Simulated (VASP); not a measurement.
# PtSe: relaxation of cell and atoms with PBE

PtSe:

```xyz
2
Lattice="0.0000 2.7984 2.7984 2.7984 0.0000 2.7984 2.7984 2.7984 0.0000" Properties=species:S:1:pos:R:3 pbc="T T T"
Pt    2.7984    2.7984    2.7984
Se    0.0000    0.0000    0.0000
```

* Program: VASP 6.6.1
* Task: relaxation of cell and atoms
* Functional: PBE
* Potentials or basis: VASP PAW PBE potentials, release 64 (Pt, Se)
* Cutoff: 600 eV
* k mesh: 8 × 8 × 8
* Occupations: fermi-dirac, width 0.05 eV
* Spin: no spin polarisation
* Target pressure: 2 GPa
* Dipole correction: no
* Further INCAR settings: ALGO = Normal; EDIFF = 1e-06; IBRION = 2; EDIFFG = -0.01; NSW = 60; ISIF = 3

```yaml
Relaxed_volume: 18.20 Å³/atom
Relaxed_cell: a = 3.720 Å, b = 3.720 Å, c = 3.720 Å, α = 60.00°, β = 60.00°, γ = 60.00°
Space_group_after_relaxing_to_0.05_Å: Fm-3m (No. 225)
Energy_change_on_relaxing_the_enthalpy_is_what_falls: -185.1 meV/atom
Ionic_steps: 7
Pressure_after_relaxing: 2.0 GPa
Band_gap_on_the_k_mesh: zero (band 8 reaches 10.68 eV, above the bottom of band 9 at 6.26 eV)
```

Step by step:
| step | energy change (eV) | largest force (eV/Å) | pressure (GPa) | volume (Å³) |
| --- | --- | --- | --- | --- |
| 1 | 0.0000 | 0.0000 | -14.54 | 43.83 |
| 2 | 0.1930 | 0.0000 | 36.47 | 30.99 |
| 3 | -0.3723 | 0.0000 | 1.23 | 36.60 |
| 4 | -0.3708 | 0.0000 | 1.81 | 36.45 |
| 5 | -0.3690 | 0.0000 | 2.35 | 36.31 |
| 6 | -0.3714 | 0.0000 | 1.63 | 36.50 |
| 7 | -0.3702 | 0.0000 | 2.02 | 36.40 |

Final structure:
```
Pt Se
1.0
     0.00000    2.63047    2.63047
     2.63047    0.00000    2.63047
     2.63047    2.63047    0.00000
Pt Se
1 1
Direct
  0.50000 0.50000 0.50000
  0.00000 0.00000 0.00000
```

Levels at points of the mesh, in eV from the Fermi level:
```
           k point  band 4  band 5  band 6  band 7  band 8  band 9  band 10  band 11  band 12
(0.00, 0.00, 0.00)   -3.29   -3.27   -3.27   -1.53   -1.53   -1.53     1.37     9.72    11.46
(0.50, 0.00, 0.00)   -5.59   -2.26   -2.26   -1.77    2.89    2.89     3.21     6.17     6.17
(0.50, 0.50, 0.00)   -3.26   -3.26   -2.77   -1.91   -1.91   -1.33     0.04     8.45    11.51
```

Wall time 120 s on 1 thread of Intel Xeon 8259CL (shared host), peak memory 0.2 GiB.

Caveat: the cell is relaxed towards a set pressure, so the enthalpy falls and the energy may rise; the volume moved by over 15 % at a fixed basis, so the end points are rough; spin-orbit coupling is left out, which moves the levels of the heavy elements.
